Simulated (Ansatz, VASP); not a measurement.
# One calculation of BP, two programs

Contents of INCAR:

```
SYSTEM = BP
PREC = Accurate
ENCUT = 520
EDIFF = 1E-8
ISMEAR = -1
SIGMA = 0.08
LREAL = .FALSE.
LASPH = .TRUE.
NELM = 60
ALGO = Normal
ISIF = 2
LWAVE = .FALSE.
LCHARG = .FALSE.
GGA = CA
LEFG = .TRUE.
NBANDS = 11
```

KPOINTS

```
Automatic mesh
0
G
  12 12 12
  0 0 0
```

Contents of POSCAR:

```
BP
1.0
    0.0000000000      2.3135014941      2.3135014941
    2.3135014941      0.0000000000      2.3135014941
    2.3135014941      2.3135014941      0.0000000000
B P
1 1
Direct
    0.0000000000      0.0000000000      0.0000000000
    0.7500000000      0.7500000000      0.7500000000
```

Input for Ansatz:

```yaml
crystal:
  lattice:
    - [0.0, 2.3135014941, 2.3135014941]
    - [2.3135014941, 0.0, 2.3135014941]
    - [2.3135014941, 2.3135014941, 0.0]
  atoms:
    - { symbol: B, position: [0.0, 0.0, 0.0] }
    - { symbol: P, position: [0.75, 0.75, 0.75] }
kpoints:
  mp_grid: { grid: [12, 12, 12] }
scf:
  occupations: { method: fermi_dirac, width: 0.08 }
hamiltonian:
  xc: lda
  pseudopotentials: { kind: paw }
output:
  forces: true
  stress: true
  eigenvalues: true
  efg: { contact_densities: true }
```

Change from the starting cell: volume scaled by 1.06, PAW files.

Alike in both runs: task electric field gradients; functional LDA; k mesh 12 × 12 × 12; occupations fermi-dirac, width 0.08 eV; no spin polarisation.

|  | VASP | Ansatz |
| --- | --- | --- |
| version | VASP 6.6.1 | Ansatz 0.2.0 |
| potentials or method | VASP PAW LDA potentials, release 64 (B, P) | PAW with Ansatz's default frozen-core files, scalar-relativistic |
| plane-wave cutoff (eV) | 520 | 420 |
| valence electrons in the cell | 8 | 8 |

VASP gave:

```
pressure (GPa) : -13.4
```

**Question.** Estimate Ansatz's values.

**Answer.** Pressure (GPa): -13.3.

LDA's correlation is that of Perdew and Zunger in VASP and of Perdew and Wang (1992) in Ansatz.
